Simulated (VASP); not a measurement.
# SnSe (Pm-3m) in VASP: notebook, part 2 of 2

VASP 6.6.1.

### Step 3. Vibrations by perturbation theory, LDA

This run uses another cell than the first one, of 23.42 Å³/atom.

INCAR reads:

```
SYSTEM = SnSe
PREC     = Accurate       ! precision mode
ENCUT    = 520            ! plane-wave cutoff, eV
EDIFF    = 1E-8           ! SCF threshold, eV
ISMEAR   = -1             ! smearing method
SIGMA    = 0.15           ! smearing width, eV
LREAL    = .False.        ! projectors in reciprocal space
LASPH    = .True.         ! aspherical terms in the spheres
NELM     = 100            ! most SCF steps
ALGO     = Normal         ! electronic algorithm
ISIF     = 2              ! what is computed and relaxed
LWAVE    = .False.        ! write WAVECAR
LCHARG   = .False.        ! write CHGCAR
GGA      = CA             ! functional
NBANDS   = 17             ! bands
IBRION   = 8              ! ionic algorithm
NSW      = 1              ! ionic steps
```

KPOINTS reads:

```
regular mesh
0
Gamma
  12 12 12
  0 0 0
```

POSCAR reads:

```
SnSe
1.0
    3.6049000000      0.0000000000      0.0000000000
    0.0000000000      3.6049000000      0.0000000000
    0.0000000000      0.0000000000      3.6049000000
Sn Se
1 1
Direct
    0.0000000000      0.0000000000      0.0000000000
    0.5000000000      0.5000000000      0.5000000000
```

Potentials or basis: VASP PAW LDA potentials, release 64 (Sn_d, Se).

The run is started by

```sh
$ cat potpaw_LDA.64/Sn_d/POTCAR potpaw_LDA.64/Se/POTCAR > POTCAR
$ mpirun -np 1 vasp_std > vasp.out
```

OUTCAR:

```text
SYSTEM = SnSe
   PREC = Accurate
   ENCUT = 520
   EDIFF = 1E-8
   ISMEAR = -1
   LREAL = .False.
   LASPH = .True.
   NELM = 100
   ISIF = 2
   GGA = CA
   IBRION = 8
   NSW = 1

 ion  position               nearest neighbor table
   1  0.000  0.000  0.000-   2 3.12   2 3.12   2 3.12   2 3.12   2 3.12   2 3.12   2 3.12   2 3.12

   2  0.500  0.500  0.500-   1 3.12   1 3.12   1 3.12   1 3.12   1 3.12   1 3.12   1 3.12   1 3.12

  LATTYP: Found a simple cubic cell.
 ALAT       =     3.6049000000

  Lattice vectors:

 A1 = (   3.6049000000,   0.0000000000,   0.0000000000)
 A2 = (   0.0000000000,   3.6049000000,   0.0000000000)
 A3 = (   0.0000000000,   0.0000000000,   3.6049000000)

Analysis of symmetry for initial positions (statically):
=====================================================================
 Subroutine PRICEL returns:
 Original cell was already a primitive cell.

 Routine SETGRP: Setting up the symmetry group for a
 simple cubic supercell.

 Subroutine GETGRP returns: Found 48 space group operations
 (whereof 48 operations were pure point group operations)
 out of a pool of 48 trial point group operations.

The static configuration has the point symmetry O_h .

Analysis of symmetry for dynamics (positions and initial velocities):
=====================================================================
 Subroutine PRICEL returns:
 Original cell was already a primitive cell.

 Routine SETGRP: Setting up the symmetry group for a
 simple cubic supercell.

 Subroutine GETGRP returns: Found 48 space group operations
 (whereof 48 operations were pure point group operations)
 out of a pool of 48 trial point group operations.
[... 664 lines left out ...]
    total drift:                               -0.000000      0.000000     -0.000000

  FREE ENERGIE OF THE ION-ELECTRON SYSTEM (eV)
  ---------------------------------------------------
  free  energy   TOTEN  =        -9.1038108228 eV

  energy  without entropy=       -9.0374794180  energy(sigma->0) =       -9.07064512

[... ionic steps 2 to 3 ...]

--------------------------------------- Ionic step        4  -------------------------------------------

------------------------ aborting loop because EDIFF is reached ----------------------------------------

[... ionic steps 5 to 6 ...]

--------------------------------------- Ionic step        7  -------------------------------------------

 Free energy of the ion-electron system (eV)
  ---------------------------------------------------
  ---------------------------------------------------
  free energy    TOTEN  =        -0.08199603 eV

  energy without entropy =       -0.08199603

------------------------ aborting loop because EDIFF is reached ----------------------------------------

 INTERNAL STRAIN TENSOR  FOR ION    2  DIRECTION 1   (eV/Angst):
 -----------------------------------------------------------------------------
    -0.01318  0.00000 -0.00000
     0.00000  0.01557  0.00000
     0.00000  0.00000  0.01557

 INTERNAL STRAIN TENSOR FOR ION    2 for displacements in x,y,z  (eV/Angst):
          X           Y           Z          XY          YZ          ZX
  --------------------------------------------------------------------------------
  x     0.00000     0.00000     0.00000     0.00000     0.00000     0.00000
  y     0.00000     0.00000     0.00000     0.00000     0.00000     0.00000
  z     0.00000     0.00000     0.00000     0.00000     0.00000     0.00000

 SECOND DERIVATIVES (NOT SYMMETRIZED)
 ------------------------------------
               1X          1Y          1Z          2X          2Y          2Z
  1X     0.835016   -0.000000   -0.000000   -0.835016    0.000000    0.000000
  1Y    -0.000000    0.835016   -0.000000    0.000000   -0.835016    0.000000
  1Z    -0.000000   -0.000000    0.835016    0.000000    0.000000   -0.835016
  2X    -0.815060    0.000000    0.000000    0.815060   -0.000000   -0.000000
  2Y     0.000000   -0.815060    0.000000   -0.000000    0.815060   -0.000000
  2Z     0.000000    0.000000   -0.815060   -0.000000   -0.000000    0.815060

 Eigenvectors and eigenvalues of the dynamical matrix
 ----------------------------------------------------

   1 f  =    0.012229 THz     0.076839 2PiTHz    0.407924 cm-1     0.050576 meV
             X         Y         Z           dx          dy          dz
      0.000000  0.000000  0.000000    -0.247963    0.730231    0.000000
      1.802450  1.802450  1.802450    -0.204694    0.602808    0.000000
[... 21 lines left out ...]
   6 f/i=    2.059633 THz    12.941056 2PiTHz   68.701963 cm-1     8.517954 meV
             X         Y         Z           dx          dy          dz
      0.000000  0.000000  0.000000     0.636614   -0.000000    0.000000
      1.802450  1.802450  1.802450    -0.771183    0.000000    0.000000

--------------------------------------------------------------------------------------------------------

 ELASTIC MODULI CONTR FROM IONIC RELAXATION (kBar)
 Direction    XX          YY          ZZ          XY          YZ          ZX
 --------------------------------------------------------------------------------
 XX           0.0000      0.0000      0.0000      0.0000      0.0000      0.0000
 YY           0.0000      0.0000      0.0000      0.0000      0.0000      0.0000
 ZZ           0.0000      0.0000      0.0000      0.0000      0.0000      0.0000
 XY           0.0000      0.0000      0.0000      0.0000      0.0000      0.0000
 YZ           0.0000      0.0000      0.0000      0.0000      0.0000      0.0000
 ZX           0.0000      0.0000      0.0000      0.0000      0.0000      0.0000
 --------------------------------------------------------------------------------
```

OSZICAR:

```text
N       E                     dE             d eps       ncg     rms          rms(c)
DAV:   1     0.129932480636E+03    0.12993E+03   -0.98548E+03  2930   0.151E+03
DAV:   2     0.271177734371E+01   -0.12722E+03   -0.12348E+03  3042   0.355E+02
DAV:   3    -0.903399820974E+01   -0.11746E+02   -0.11518E+02  3609   0.913E+01
DAV:   4    -0.931561638111E+01   -0.28162E+00   -0.28094E+00  3320   0.146E+01
[... 38 lines left out ...]
RMM:   6    -0.819984781384E-01    0.94934E-05   -0.17603E-07 12983   0.204E-03    0.140E-03
RMM:   7    -0.819968577721E-01    0.16204E-05   -0.38553E-08 13192   0.666E-04    0.339E-04
RMM:   8    -0.819960286169E-01    0.82916E-06    0.36874E-09 13414   0.263E-04    0.262E-05
RMM:   9    -0.819960254644E-01    0.31525E-08   -0.41288E-08 13725   0.110E-04    0.101E-05
 Linear response finished
```

Wall time 3.5 min (1 thread of Intel Xeon Platinum 8488C (Sapphire Rapids), shared host); peak memory 0.43 GiB.

Results:

```
Highest phonon frequency at Γ, LO-TO splitting left out : 0 cm⁻¹
Most unstable mode                                      : 69i cm⁻¹
```

Phonon frequencies in cm⁻¹ (negative: imaginary):
| q point | frequencies |
| --- | --- |
| (0.000, 0.000, 0.000) | -69 -69 -69 0 0 0 |

Caveat: the cell stands under pressure or tension, which shifts response properties; some modes are imaginary; spin-orbit coupling is left out, which moves the levels of the heavy elements.
